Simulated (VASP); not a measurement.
# Si: single point with PBE+D3(BJ)

The system is Si, a slab with vacuum.

```xyz
4
Lattice="3.8472 0.0000 0.0000 -1.9236 3.3318 0.0000 0.0000 0.0000 18.4447" Properties=species:S:1:pos:R:3 pbc="T T T"
Si    0.0000    2.2212    4.9723
Si    1.9236    1.1106    4.5000
Si   -0.9618    3.8871    9.6947
Si    0.9618    2.7765    9.2223
```

This cell differs from its parent crystal: layers slid over each other.

```yaml
Program: VASP 6.6.1
Task: single point
Functional: PBE
Dispersion: D3(BJ)
Potentials_or_basis: VASP PAW PBE potentials, release 64 (Si)
Cutoff: 520 eV
k_mesh: 9 × 9 × 1
Occupations: gaussian, width 0.1 eV
Spin: no spin polarisation
```

* Largest force: 0.130 eV/Å
* Band gap on the k mesh: 0.13 eV
* Dispersion energy per atom: -0.232 eV

Forces on the atoms (eV/Å):
```
Si   0.018  0.010  0.129
Si   0.000  0.000  0.044
Si   0.000  0.000 -0.044
Si  -0.018 -0.010 -0.129
```

Levels at points of the mesh, in eV from the valence-band top:
| k point | band 4 | band 5 | band 6 | band 7 | band 8 | band 9 | band 10 | band 11 | band 12 | band 13 |
| --- | --- | --- | --- | --- | --- | --- | --- | --- | --- | --- |
| (0.00, 0.00, 0.00) | -2.82 | -1.12 | -1.12 | -1.11 | -1.10 | 2.12 | 2.15 | 2.25 | 3.10 | 3.11 |

Run time: 4.3 min on 1 thread of Intel(R) Xeon(R) Platinum 8375C CPU @ 2.90GHz (Ice Lake), on a shared host, peak memory 0.37 GiB.

Caveat: the cell differs from its parent crystal (layers slid over each other).
